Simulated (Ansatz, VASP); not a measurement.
## CdS: VASP beside Ansatz

The input INCAR:

```
SYSTEM = CdS
PREC = Accurate
ENCUT = 520
EDIFF = 1E-6
ISMEAR = -1
SIGMA = 0.05
LREAL = .FALSE.
LASPH = .TRUE.
NELM = 100
ALGO = Normal
ISIF = 2
LWAVE = .FALSE.
LCHARG = .FALSE.
GGA = CA
NBANDS = 16
```

The input KPOINTS:

```
regular mesh
0
G
  7 7 5
  0 0 0
```

POSCAR

```
CdS
1.0
    4.2035791552      0.0000000000      0.0000000000
   -2.1017895776      3.6404063352      0.0000000000
    0.0000000000      0.0000000000      5.7257285545
Cd S
1 1
Direct
    0.0000000000      0.0000000000      0.4426919200
    0.6666666667      0.3333333333      0.4343080800
```

input.yaml

```yaml
crystal:
  lattice:
    - [4.2035791552, 0.0, 0.0]
    - [-2.1017895776, 3.6404063352, 0.0]
    - [0.0, 0.0, 5.7257285545]
  atoms:
    - { symbol: Cd, position: [0.0, 0.0, 0.44269192] }
    - { symbol: S, position: [0.6666666667, 0.3333333333, 0.43430808] }
kpoints:
  mp_grid: { grid: [7, 7, 5] }
scf:
  occupations: { method: fermi_dirac, width: 0.05 }
hamiltonian:
  xc: lda
  pseudopotentials: { kind: all_electron, lapw: { basis_error: 0.001 } }
output:
  forces: true
  stress: true
  eigenvalues: true
```

Change from the starting cell: volume scaled by 0.96.

Alike in both runs: task single point; functional LDA; k mesh 7 × 7 × 5; occupations fermi-dirac, width 0.05 eV; no spin polarisation.

```csv
,VASP,Ansatz
version,VASP 6.6.1,Ansatz 0.2.0
potentials or method,"VASP PAW LDA potentials, release 64 (Cd, S), cutoff 520 eV","all-electron LAPW, scalar-relativistic"
```

Ansatz gave:

* gap on the k mesh at the Fermi level (eV): 1.33
* least direct gap on the mesh (eV): 1.33
* pressure (GPa): -1.4
* traceless stress, the component that is largest in VASP (GPa): 1.34
* rms of the force components (eV/Å): 0.010

**Question.** What did VASP give for the same quantities?

**Answer.** gap on the k mesh at the Fermi level (eV): 1.36; least direct gap on the mesh (eV): 1.36; pressure (GPa): -1.2; traceless stress, the component that is largest in VASP (GPa): 1.07; rms of the force components (eV/Å): 0.008.

LDA's correlation is that of Perdew and Zunger in VASP and of Perdew and Wang (1992) in Ansatz. Atom by atom the forces differ by 0.002 eV/Å (rms over components). Ansatz ran all-electron here, and VASP with PAW potentials.
